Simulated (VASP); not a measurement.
# Ge32H20CO in VASP: a series of runs, part 2 of 2

VASP 6.6.1. The steps go on from the part before.

### 3 Single point, PBE+D3(BJ)

Input file INCAR:

```
SYSTEM = Ge32H20CO
  PREC = Accurate
  ENCUT = 520
  EDIFF = 1E-6
  ISMEAR = 0
  SIGMA = 0.03
  LREAL = Auto
  LASPH = .True.
  NELM = 100
  ALGO = Normal
  ISIF = 2
  LWAVE = .False.
  LCHARG = .True.
  GGA = PE
  IVDW = 12
  LELF = .True.
  LVHAR = .True.
  NBANDS = 272
```

Input file KPOINTS:

```
Automatic mesh
0
Gamma
  1 1 1
  0 0 0
```

Input file POSCAR:

```
Ge32H20CO
1.0
    8.0016200000      8.0016200000      0.0000000000
   -8.0016200000      8.0016200000      0.0000000000
    0.0000000000      0.0000000000     20.9129000000
Ge H O C
32 20 1 1
Direct
   -0.3100719604      0.3151954229      0.3421816678
   -0.1836957391     -0.3127898476      0.3430699712
    0.0502332028     -0.0402337277      0.3654321495
    0.3219554290      0.1937475161      0.3424970712
   -0.0301035290     -0.4663418158      0.3840479800
    0.2006358712     -0.1994483617      0.3470077321
    0.4708464661      0.0357934393      0.3827257817
    0.5389251802     -0.5286406378      0.3830522309
   -0.1178923768      0.3868517875      0.3039627216
   -0.1169792492     -0.1204999113      0.3025810385
    0.1319640273      0.1216198720      0.2992218678
    0.3897033351      0.3864676153      0.3044307102
    0.1137599636     -0.3799518098      0.3030634680
    0.3836706192     -0.1131357775      0.3040472149
    0.6153395187      0.1241842277      0.3027580584
    0.6257705940     -0.3841493972      0.3021710045
    0.0000000000      0.2510687836      0.2347317206
    0.0002167686     -0.2518643100      0.2295624232
    0.2545176477     -0.0034097470      0.2288083432
    0.4989066589      0.2500484277      0.2288587427
    0.2492850823     -0.4994258038      0.2353729038
    0.5014511436     -0.2498062267      0.2355399299
    0.7486047825      0.0019018649      0.2348794763
    0.7518538746     -0.5018712461      0.2285718863
   -0.1250000000      0.1250000000      0.1644629870
   -0.1250000000     -0.3750000000      0.1644629870
    0.1250000000     -0.1250000000      0.1644629870
    0.3750000000      0.1250000000      0.1644629870
    0.1250000000     -0.6250000000      0.1644629870
    0.3750000000     -0.3750000000      0.1644629870
    0.6250000000     -0.1250000000      0.1644629870
    0.6250000000     -0.6250000000      0.1644629870
   -0.0489780195      0.0489780195      0.1195430093
   -0.2010219805      0.2010219805      0.1195430093
   -0.0489780195     -0.4510219805      0.1195430093
   -0.2010219805     -0.2989780195      0.1195430093
    0.2010219805     -0.2010219805      0.1195430093
    0.0489780195     -0.0489780195      0.1195430093
    0.4510219805      0.0489780195      0.1195430093
    0.2989780195      0.2010219805      0.1195430093
    0.2010219805     -0.7010219805      0.1195430093
    0.0489780195     -0.5489780195      0.1195430093
    0.4510219805     -0.4510219805      0.1195430093
    0.2989780195     -0.2989780195      0.1195430093
    0.7010219805     -0.2010219805      0.1195430093
    0.5489780195     -0.0489780195      0.1195430093
    0.7010219805     -0.7010219805      0.1195430093
    0.5489780195     -0.5489780195      0.1195430093
    0.1089292543     -0.1039587609      0.4356569390
    0.3445131736     -0.1227939467      0.4707745937
    0.3370454358     -0.2803714123      0.4773965352
    0.2548743879     -0.1897978159      0.5316661486
    0.1853873341     -0.2023480245      0.4408856734
    0.2862004194     -0.1979457910      0.4821444659
```

Potentials or basis: VASP PAW PBE potentials, release 64 (Ge_d, H, O, C).

Started as:

```console
$ cat potpaw_PBE.64/Ge_d/POTCAR potpaw_PBE.64/H/POTCAR potpaw_PBE.64/O/POTCAR potpaw_PBE.64/C/POTCAR > POTCAR
$ mpirun -np 1 vasp_gam > vasp.out
```

Run time: 69 min. Hardware: 1 thread of Intel Xeon 8259CL, shared host; peak memory 1.9 GiB.

The run converged. Its results:

* Free energy: -222.1454 eV
* Largest force: 0.622 eV/Å
* Dispersion energy per atom: -0.132 eV

Forces in eV/Å, atoms in the order of the input:
```
Ge   0.002 -0.001  0.000
Ge  -0.004  0.001  0.008
Ge   0.000  0.000  0.005
Ge  -0.001  0.000  0.002
Ge   0.001 -0.002  0.007
Ge   0.001 -0.009 -0.016
Ge   0.003  0.001  0.007
Ge  -0.004  0.001  0.008
Ge   0.004  0.000 -0.003
Ge   0.000  0.000  0.002
Ge   0.000  0.000  0.001
Ge  -0.001 -0.002  0.000
Ge   0.001  0.005 -0.001
Ge   0.001  0.000 -0.004
Ge   0.002  0.002 -0.001
Ge   0.000  0.002  0.002
Ge   0.000  0.002 -0.003
Ge   0.003  0.001 -0.006
Ge  -0.002  0.000 -0.005
Ge   0.001 -0.002 -0.007
Ge  -0.002  0.000 -0.004
Ge   0.002  0.002 -0.003
Ge   0.000  0.000 -0.003
Ge   0.001 -0.003 -0.008
Ge  -0.129  0.041  0.506
Ge   0.047 -0.023 -0.592
Ge  -0.030 -0.070 -0.326
Ge   0.057 -0.088 -0.613
Ge   0.151  0.057  0.438
Ge  -0.155  0.053  0.591
Ge   0.132 -0.032  0.460
Ge  -0.126 -0.040 -0.499
H    0.025  0.002  0.023
H    0.080  0.015  0.023
H   -0.088 -0.001 -0.047
H    0.119 -0.066 -0.015
H   -0.099 -0.053 -0.010
H    0.046  0.024 -0.021
H   -0.088  0.102 -0.051
H    0.122  0.022 -0.002
H   -0.100 -0.015  0.028
H    0.017  0.036  0.029
H    0.023  0.000  0.016
H    0.092  0.020  0.026
H   -0.099  0.048  0.033
H    0.015 -0.006  0.032
H   -0.064 -0.054  0.005
H    0.055  0.023 -0.028
H    0.007 -0.008 -0.001
H   -0.004  0.021 -0.003
H    0.017 -0.002  0.000
H   -0.002 -0.004  0.017
O   -0.097 -0.066 -0.085
C    0.069  0.067  0.091
```

Levels at points of the mesh, in eV from the Fermi level:
| k point | band 235 | band 236 | band 237 | band 238 | band 239 | band 240 | band 241 | band 242 | band 243 | band 244 |
| --- | --- | --- | --- | --- | --- | --- | --- | --- | --- | --- |
| (0.00, 0.00, 0.00) | -0.66 | -0.41 | -0.38 | -0.31 | -0.22 | 0.34 | 0.74 | 1.08 | 1.12 | 1.46 |

Caveat: the k points lie up to 0.56 Å⁻¹ apart.

### 4 Single point, RPBE

Input file INCAR:

```
ALGO = Normal ; EDIFF = 1E-6
ENCUT = 520 ; GGA = RP
ISIF = 2 ; ISMEAR = 0
LASPH = True ; LCHARG = False
LREAL = Auto ; LWAVE = False
NBANDS = 272 ; NELM = 100
PREC = Accurate ; SIGMA = 0.03
```

Input file KPOINTS:

```
k-points
0
Gamma
  1 1 1
```

Input file POSCAR:

```
Ge32H20CO
1.0
    8.0016200000      8.0016200000      0.0000000000
   -8.0016200000      8.0016200000      0.0000000000
    0.0000000000      0.0000000000     20.9129000000
Ge H O C
32 20 1 1
Direct
   -0.3116586500      0.3077520200      0.3416030700
   -0.1801765000     -0.3065674500      0.3415755400
    0.0408471100     -0.0267407100      0.3831162900
    0.3184170200      0.1923894200      0.3412312400
   -0.0371062000     -0.4685568200      0.3828099700
    0.1888142400     -0.1901128100      0.3481117400
    0.4609976100      0.0297732200      0.3811249300
    0.5451280500     -0.5319877300      0.3820876100
   -0.1222411600      0.3839132200      0.3014686500
   -0.1073829600     -0.1141656800      0.3048915200
    0.1276947700      0.1177299000      0.3009759500
    0.3917272700      0.3853068800      0.3049127200
    0.1127761400     -0.3805849200      0.3052770500
    0.3744425500     -0.1149086800      0.2992901800
    0.6134202300      0.1154652000      0.3048068300
    0.6282638500     -0.3817100800      0.3014758000
    0.0011510800      0.2497223500      0.2346695200
    0.0012699100     -0.2521313700      0.2298950200
    0.2502901600      0.0002112300      0.2271705800
    0.5007780900      0.2483826700      0.2298315700
    0.2501951000     -0.4991264300      0.2363012800
    0.5004548000     -0.2500073700      0.2348726300
    0.7513417400     -0.0013606400      0.2356051200
    0.7502857000     -0.5004836800      0.2280879500
   -0.1250000000      0.1250000000      0.1644630000
   -0.1250000000     -0.3750000000      0.1644630000
    0.1250000000     -0.1250000000      0.1644630000
    0.3750000000      0.1250000000      0.1644630000
    0.1250000000     -0.6250000000      0.1644630000
    0.3750000000     -0.3750000000      0.1644630000
    0.6250000000     -0.1250000000      0.1644630000
    0.6250000000     -0.6250000000      0.1644630000
   -0.0489780000      0.0489780000      0.1195430000
   -0.2010220000      0.2010220000      0.1195430000
   -0.0489780000     -0.4510220000      0.1195430000
   -0.2010220000     -0.2989780000      0.1195430000
    0.2010220000     -0.2010220000      0.1195430000
    0.0489780000     -0.0489780000      0.1195430000
    0.4510220000      0.0489780000      0.1195430000
    0.2989780000      0.2010220000      0.1195430000
    0.2010220000     -0.7010220000      0.1195430000
    0.0489780000     -0.5489780000      0.1195430000
    0.4510220000     -0.4510220000      0.1195430000
    0.2989780000     -0.2989780000      0.1195430000
    0.7010220000     -0.2010220000      0.1195430000
    0.5489780000     -0.0489780000      0.1195430000
    0.7010220000     -0.7010220000      0.1195430000
    0.5489780000     -0.5489780000      0.1195430000
    0.3199168600     -0.1485918300      0.4470470800
    0.4170994200     -0.3133430100      0.4050220400
    0.2960414900     -0.3993153000      0.4349350900
    0.3943006300     -0.3273524700      0.4899861300
    0.2714278100     -0.2202555600      0.4427827300
    0.3508406600     -0.3211661000      0.4432597400
```

Potentials or basis: VASP PAW PBE potentials, release 64 (Ge_d, H, O, C).

Started as:

```console
$ cat potpaw_PBE.64/Ge_d/POTCAR potpaw_PBE.64/H/POTCAR potpaw_PBE.64/O/POTCAR potpaw_PBE.64/C/POTCAR > POTCAR
$ mpirun -np 1 vasp_gam > vasp.out
```

OUTCAR:

```text
EDIFF = 1E-6
   ENCUT = 520
   GGA = RP
   ISIF = 2
   ISMEAR = 0
   LASPH = True
   LREAL = Auto
   NELM = 100
   PREC = Accurate

 ion  position               nearest neighbor table
   1  0.688  0.308  0.342-   9 2.46  15 2.46   8 2.58
   2  0.820  0.693  0.342-  10 2.45  16 2.47   5 2.59
   3  0.041  0.973  0.383-  10 2.54  11 2.57   6 2.60
   4  0.318  0.192  0.341-  12 2.46  11 2.47   7 2.59
   5  0.963  0.531  0.383-  13 2.55   9 2.57   2 2.59
   6  0.189  0.810  0.348-  53 2.22  14 2.49  13 2.49   3 2.60
   7  0.461  0.030  0.381-  15 2.54  14 2.56   4 2.59
   8  0.545  0.468  0.382-  12 2.55  16 2.57   1 2.58
   9  0.878  0.384  0.301-   1 2.46  24 2.48  17 2.49   5 2.57
  10  0.893  0.886  0.305-   2 2.45  23 2.51  18 2.53   3 2.54
  11  0.128  0.118  0.301-  19 2.46   4 2.47  17 2.49   3 2.57
  12  0.392  0.385  0.305-   4 2.46  21 2.52  20 2.53   8 2.55
  13  0.113  0.619  0.305-   6 2.49  18 2.49  21 2.51   5 2.55
  14  0.374  0.885  0.299-  19 2.44   6 2.49  22 2.49   7 2.56
[... 36 lines left out ...]
  51  0.296  0.601  0.435-  54 1.09
  52  0.394  0.673  0.490-  54 1.10
  53  0.271  0.780  0.443-  49 0.98  54 1.45   6 2.22
[... 271 lines left out ...]
 Fermi energy:        -1.7869758599

 k-point     1 :       0.0000    0.0000    0.0000
  band No.  band energies     occupation
      1     -26.5245      2.00000
      2     -26.5001      2.00000
      3     -26.4892      2.00000
      4     -26.4641      2.00000
      5     -26.4574      2.00000
      6     -26.4430      2.00000
[... 243 lines left out ...]
    250       0.4088      0.00000
    251       0.6423      0.00000
 [bands above 251 left out]

------------------------ aborting loop because EDIFF is reached ----------------------------------------

  FORCE on cell =-STRESS in cart. coord.  units (eV):
  Direction    XX          YY          ZZ          XY          YZ          ZX
  --------------------------------------------------------------------------------------
  -------------------------------------------------------------------------------------
  Total       28.7714921     19.5236181      8.7935665     -1.7195080     -0.0691303      0.1377685
  in kB       17.2136459     11.6807515      5.2610876     -1.0287614     -0.0413598      0.0824253
  external PRESSURE =      11.3851617 kB  Pullay stress =       0.0000000 kB

 VOLUME and BASIS-vectors are now :
 -----------------------------------------------------------------------------
  energy-cutoff  :      520.00
  volume of cell :     2677.94
      direct lattice vectors                 reciprocal lattice vectors
     8.001620000  8.001620000  0.000000000     0.062487346  0.062487346  0.000000000
    -8.001620000  8.001620000  0.000000000    -0.062487346  0.062487346  0.000000000
     0.000000000  0.000000000 20.912900000     0.000000000  0.000000000  0.047817376

 POSITION                                       TOTAL-FORCE (eV/Angst)
 -----------------------------------------------------------------------------------
      3.04533      7.97036      7.14391        -0.055146     -0.007109      0.083675
      1.01133     12.10850      7.14334         0.069900     -0.002970      0.075392
     -7.46081      8.11449      8.01207        -0.060628     -0.000873      0.205671
      1.00842      4.08728      7.13613         0.061199      0.003750      0.071740
      3.45230     11.95712      8.00567        -0.007780     -0.017359      0.201285
     -4.96959      7.99123      7.28003        -0.087836     -0.019816      0.020492
[... 46 lines left out ...]
     -4.06736      8.41108      9.25987        -0.265435      0.023049      0.107571
     -2.62448      8.23906      9.26985         0.323992     -0.050380      0.051882
 -----------------------------------------------------------------------------------
    total drift:                                0.009097     -0.007662      0.021462

  FREE ENERGIE OF THE ION-ELECTRON SYSTEM (eV)
  ---------------------------------------------------
  free  energy   TOTEN  =      -206.3230886636 eV

  energy  without entropy=     -206.3230886636  energy(sigma->0) =     -206.32308866
```

Run time: 34 min. Hardware: 1 thread of AMD EPYC 7R43 (Zen 3), shared host; peak memory 1.9 GiB.

Results:

| Property | Result |
| --- | --- |
| Free energy | -206.3231 eV |
| Largest force | 0.823 eV/Å |

Forces in eV/Å, atoms in the order of the input:
```
Ge  -0.055 -0.007  0.084
Ge   0.070 -0.003  0.075
Ge  -0.061 -0.001  0.206
Ge   0.061  0.004  0.072
Ge  -0.008 -0.017  0.201
Ge  -0.088 -0.020  0.020
Ge  -0.013  0.045  0.186
Ge   0.067 -0.003  0.182
Ge   0.023  0.023  0.099
Ge  -0.024  0.000  0.082
Ge  -0.032 -0.015  0.104
Ge  -0.003 -0.006  0.073
Ge   0.005 -0.041  0.058
Ge   0.008  0.044  0.052
Ge   0.022 -0.006  0.092
Ge  -0.007 -0.005  0.092
Ge   0.001  0.001  0.000
Ge  -0.019 -0.023  0.041
Ge  -0.010  0.020  0.012
Ge  -0.007  0.002  0.066
Ge   0.005 -0.008 -0.006
Ge   0.007  0.006 -0.016
Ge   0.004 -0.001  0.004
Ge   0.007  0.002  0.032
Ge  -0.150  0.037  0.371
Ge   0.073  0.052 -0.713
Ge  -0.089 -0.137 -0.722
Ge   0.021  0.006 -0.823
Ge   0.143  0.038  0.390
Ge  -0.137  0.026  0.379
Ge   0.184 -0.004  0.352
Ge  -0.064 -0.084 -0.693
H   -0.014 -0.028 -0.033
H    0.131 -0.001 -0.018
H   -0.089  0.037 -0.093
H    0.122  0.032 -0.040
H   -0.119 -0.047 -0.056
H    0.085 -0.055 -0.095
H   -0.087  0.057 -0.092
H    0.130  0.090 -0.059
H   -0.119  0.032 -0.017
H    0.019  0.049 -0.023
H   -0.020 -0.028 -0.028
H    0.121  0.000 -0.020
H   -0.118  0.010 -0.028
H    0.015  0.032 -0.013
H   -0.124 -0.050 -0.045
H    0.086 -0.052 -0.068
H   -0.024  0.030  0.057
H   -0.008 -0.010  0.057
H    0.004 -0.010  0.045
H    0.019  0.014  0.058
O   -0.265  0.023  0.108
C    0.324 -0.050  0.052
```

Levels at points of the mesh, in eV from the Fermi level:
| k point | band 237 | band 238 | band 239 | band 240 | band 241 | band 242 |
| --- | --- | --- | --- | --- | --- | --- |
| (0.00, 0.00, 0.00) | -0.35 | -0.27 | -0.22 | 0.35 | 0.74 | 1.10 |

Caveat: the k points lie up to 0.56 Å⁻¹ apart; the PAW data sets were made with another functional, which shifts forces and pressure a little.

### 5 Summary

| level | cell | largest force (eV/Å) |
| --- | --- | --- |
| revPBE+D3(BJ) | as given, atomic positions A | 0.65 |
| PBE+D3(BJ) | as given, atomic positions B | 0.62 |
| RPBE | as given, atomic positions A | 0.82 |

Alike in all rows: task single point; potentials or basis VASP PAW PBE potentials, release 64 (Ge_d, H, O, C); no spin polarisation; k mesh 1 × 1 × 1; cutoff (eV) 520; smearing gaussian 0.03 eV.

Caveats: all runs use coarse meshes; the PAW data sets were made with another functional, which shifts forces and pressure a little (at least some runs).

Absolute energies hang on the potentials; compare differences alone.
